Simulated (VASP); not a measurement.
# SnPt2Se3 (P6/mmm) in VASP: further runs, part 2 of 2

VASP 6.6.1.

## Step 5: Single point, PBE

This run uses another cell than the first one, of 22.54 Å³/atom.

File INCAR:

```
PREC = Accurate
ENCUT = 520
EDIFF = 1E-6
ISMEAR = 0
SIGMA = 0.1
LREAL = False
LASPH = True
NELM = 60
ALGO = Normal
ISIF = 2
LWAVE = False
LCHARG = True
GGA = PE
LELF = True
LVHAR = True
NBANDS = 35
```

File KPOINTS:

```
Automatic mesh
0
Gamma
  6 6 10
```

File POSCAR:

```
SnPt2Se3
1.0
    6.5680220037      0.0000000000      0.0000000000
   -3.2840110019      5.6880739078      0.0000000000
    0.0000000000      0.0000000000      3.6198215096
Sn Pt Se
1 2 3
Direct
    0.0000000000      0.0000000000      0.0000000000
    0.3333333333      0.6666666667      0.0000000000
    0.6666666667      0.3333333333      0.0000000000
    0.5000000000      0.0000000000      0.5000000000
    0.5000000000      0.5000000000      0.5000000000
    0.0000000000      0.5000000000      0.5000000000
```

Run with:

```
cat potpaw_PBE.64/Sn_d/POTCAR potpaw_PBE.64/Pt/POTCAR potpaw_PBE.64/Se/POTCAR > POTCAR
mpirun -np 1 vasp_std > vasp.out
```

It took 4.6 min on 1 thread of AMD EPYC 7R43 (Zen 3), shared host; peak memory 0.32 GiB.

Results (log left out):

| Quantity | Value |
| --- | --- |
| Free energy | -25.5886 eV |
| Pressure | 0.0 GPa |
| Band gap on the k mesh | zero (bands 26 and 27 overlap by 1.72 eV) |

Levels at points of the mesh, in eV from the Fermi level:
| k point | band 22 | band 23 | band 24 | band 25 | band 26 | band 27 | band 28 | band 29 | band 30 | band 31 |
| --- | --- | --- | --- | --- | --- | --- | --- | --- | --- | --- |
| (0.00, 0.00, 0.00) | -2.42 | -2.18 | -0.57 | 0.55 | 0.55 | 1.23 | 2.20 | 2.20 | 2.31 | 2.31 |
| (0.50, 0.00, 0.00) | -2.35 | -1.18 | -0.72 | -0.56 | 0.24 | 0.43 | 0.52 | 1.73 | 2.19 | 3.29 |
| (0.00, 0.00, 0.50) | -1.86 | -1.86 | -1.75 | -1.14 | -1.14 | -1.06 | -0.04 | 0.59 | 0.59 | 2.91 |
| (0.50, 0.00, 0.50) | -2.25 | -2.25 | -1.09 | -0.96 | -0.83 | 0.39 | 0.42 | 1.39 | 1.87 | 2.06 |

Caveat: spin-orbit coupling is left out, which moves the levels of the heavy elements.

## Step 6: Relaxation of cell and atoms, PBE

This run uses another cell than the first one, of 24.46 Å³/atom.

File INCAR:

```
SYSTEM = SnPt2Se3
PREC = Accurate
ENCUT = 600
EDIFF = 1E-6
ISMEAR = 0
SIGMA = 0.1
LREAL = .False.
LASPH = .True.
NELM = 100
ALGO = Normal
ISIF = 3
LWAVE = .False.
LCHARG = .False.
GGA = PE
IBRION = 2
NSW = 90
EDIFFG = -0.04
```

File KPOINTS:

```
regular mesh
0
Gamma
  3 3 4
  0 0 0
```

File POSCAR:

```
SnPt2Se3
1.0
    6.0303875400      0.0000000000      0.0000000000
   -3.0151937700      5.2224688000      0.0000000000
    0.0000000000      0.0000000000      4.6597496100
Sn Pt Se
1 2 3
Direct
    0.0000000000      0.0000000000      0.0000000000
    0.3333333300      0.6666666700      0.0000000000
    0.6666666700      0.3333333300      0.0000000000
    0.5000000000      0.0000000000      0.5000000000
    0.5000000000      0.5000000000      0.5000000000
    0.0000000000      0.5000000000      0.5000000000
```

Potentials or basis: VASP PAW PBE potentials, release 64 (Sn_d, Pt, Se).

Run with:

```
cat potpaw_PBE.64/Sn_d/POTCAR potpaw_PBE.64/Pt/POTCAR potpaw_PBE.64/Se/POTCAR > POTCAR
mpirun -np 1 vasp_std > vasp.out
```

It took 11 min on 1 thread of AMD EPYC 7R43 (Zen 3), shared host; peak memory 0.32 GiB.

The run converged. Its results:

```
Free energy                           : -25.6170 eV
Relaxed volume                        : 22.30 Å³/atom
Relaxed cell                          : a = 6.437 Å, b = 6.437 Å, c = 3.728 Å, α = 90.00°, β = 90.00°, γ = 120.00°
Space group after relaxing (to 0.1 Å) : P6/mmm (No. 191)
Energy gained by relaxing             : 231.3 meV/atom
Ionic steps                           : 11
Pressure after relaxing               : 0.0 GPa
Band gap on the k mesh                : zero (bands 26 and 27 overlap by 1.66 eV)
```

Step by step:
```csv
step,energy change (eV),largest force (eV/Å),pressure (GPa),volume (Å³)
1,0.0000,0.0000,-9.39,146.75
2,-0.6944,0.0000,9.33,118.17
3,-0.8769,0.0000,1.45,125.80
4,-1.0351,0.0000,1.47,126.77
5,-1.2328,0.0000,2.03,128.06
6,-1.2177,0.0000,5.66,128.75
7,-1.3316,0.0000,3.78,128.79
8,-1.3551,0.0000,-2.02,138.03
9,-1.3837,0.0000,0.25,133.95
10,-1.3861,0.0000,0.13,133.89
11,-1.3875,0.0000,-0.02,133.81
```

Final structure:
```cif
data_structure
_symmetry_space_group_name_H-M 'P 1'
_symmetry_Int_Tables_number 1
_cell_length_a 6.4375
_cell_length_b 6.4375
_cell_length_c 3.7284
_cell_angle_alpha 90.000
_cell_angle_beta 90.000
_cell_angle_gamma 120.000
_cell_volume 133.81
loop_
_atom_site_label
_atom_site_type_symbol
_atom_site_fract_x
_atom_site_fract_y
_atom_site_fract_z
_atom_site_occupancy
Sn1 Sn 0.00000 0.00000 0.00000 1
Pt1 Pt 0.33333 0.66667 0.00000 1
Pt2 Pt 0.66667 0.33333 0.00000 1
Se1 Se 0.50000 0.00000 0.50000 1
Se2 Se 0.50000 0.50000 0.50000 1
Se3 Se 0.00000 0.50000 0.50000 1
```

Levels at points of the mesh, in eV from the Fermi level:
| k point | band 23 | band 24 | band 25 | band 26 | band 27 | band 28 | band 29 | band 30 | band 31 |
| --- | --- | --- | --- | --- | --- | --- | --- | --- | --- |
| (0.00, 0.00, 0.00) | -1.96 | -0.36 | 0.68 | 0.68 | 1.01 | 2.19 | 2.19 | 2.30 | 2.30 |
| (0.00, 0.00, 0.50) | -1.81 | -1.66 | -1.12 | -1.12 | -0.98 | 0.08 | 0.58 | 0.58 | 2.84 |

Caveat: the k points lie up to 0.42 Å⁻¹ apart in the final cell, too coarse for converged energies and pressures of a metal; a cell axis changed by over 15 % at a fixed basis, so the end point is rough; spin-orbit coupling is left out, which moves the levels of the heavy elements.

## Step 7: The runs side by side

| task | cell | k mesh | cutoff (eV) | gap on the mesh (eV) | pressure (GPa) |
| --- | --- | --- | --- | --- | --- |
| single point | a = 6.429, b = 6.429, c = 3.735 Å, angles 90.0, 90.0, 120.0°, 6 atoms | 3 × 3 × 4 | 520 | none | 0.0 |
| single point | a = 6.030, b = 6.030, c = 4.660 Å, angles 90.0, 90.0, 120.0°, 6 atoms | 3 × 3 × 4 | 520 | none | -9.4 |
| single point | a = 6.652, b = 6.652, c = 3.565 Å, angles 90.0, 90.0, 120.0°, 6 atoms | 3 × 3 × 6 | 520 | none | -0.2 |
| single point | a = 6.568, b = 6.568, c = 3.620 Å, angles 90.0, 90.0, 120.0°, 6 atoms | 6 × 6 × 10 | 520 | none | 0.0 |
| relaxation of cell and atoms | relaxed from a = 6.030, b = 6.030, c = 4.660 Å, angles 90.0, 90.0, 120.0°, 6 atoms | 3 × 3 × 4 | 600 | none | 0.0 |

Alike in all rows: level PBE; potentials or basis VASP PAW PBE potentials, release 64 (Sn_d, Pt, Se); no spin polarisation; smearing gaussian 0.1 eV.

Caveats: some runs use coarse meshes; spin-orbit coupling is left out, which moves the levels of the heavy elements; a cell axis changed by over 15 % at a fixed basis, so the end point is rough (at least some runs).

Total energies depend on the potentials used, so only differences within one code and one set of settings carry meaning.
